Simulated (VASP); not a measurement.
A run of VASP 6.6.1 is set up as follows.

Contents of POSCAR:

```
LiH
1.0
    0.0000000000      2.0029948777      2.0029948777
    2.0029948777      0.0000000000      2.0029948777
    2.0029948777      2.0029948777      0.0000000000
Li H
1 1
Direct
    0.0000000000      0.0000000000      0.0000000000
    0.5000000000      0.5000000000      0.5000000000
```

File INCAR.step1:

```
SYSTEM = LiH
PREC     = Accurate       ! precision mode
ENCUT    = 520            ! plane-wave cutoff, eV
ISMEAR   = 0              ! smearing method
SIGMA    = 0.01           ! smearing width, eV
LREAL    = .FALSE.        ! projectors in reciprocal space
LASPH    = .TRUE.         ! aspherical terms in the spheres
NELM     = 100            ! most SCF steps
NBANDS   = 9              ! bands
GGA      = PE             ! functional
ALGO     = Normal         ! electronic algorithm
EDIFF    = 1E-4           ! SCF threshold, eV
LWAVE    = .TRUE.         ! write WAVECAR
LCHARG   = .FALSE.        ! write CHGCAR
```

Contents of INCAR.step2:

```
SYSTEM = LiH
PREC     = Accurate       ! precision mode
ENCUT    = 520            ! plane-wave cutoff, eV
EDIFF    = 1E-7           ! SCF threshold, eV
ISMEAR   = 0              ! smearing method
SIGMA    = 0.01           ! smearing width, eV
LREAL    = .FALSE.        ! projectors in reciprocal space
LASPH    = .TRUE.         ! aspherical terms in the spheres
NELM     = 100            ! most SCF steps
ALGO     = Normal         ! electronic algorithm
ISIF     = 2              ! what is computed and relaxed
LWAVE    = .FALSE.        ! write WAVECAR
LCHARG   = .FALSE.        ! write CHGCAR
METAGGA  = R2SCAN         ! meta-GGA
LMIXTAU  = .TRUE.       
NBANDS   = 9              ! bands
ISTART   = 1
```

Contents of KPOINTS:

```
regular mesh
0
G
  8 8 8
  0 0 0
```

Potentials or basis: VASP PAW PBE potentials, release 64 (Li_sv, H).

Run with:

```console
$ cat potpaw_PBE.64/Li_sv/POTCAR potpaw_PBE.64/H/POTCAR > POTCAR
$ cp INCAR.step1 INCAR
$ mpirun -np 1 vasp_std > vasp.out
$ cp INCAR.step2 INCAR
$ mpirun -np 1 vasp_std > vasp.out
```

Problem. What does it give for the band gap on the k mesh?

Solution. 3.58 eV.

 A k mesh can miss the band edges.
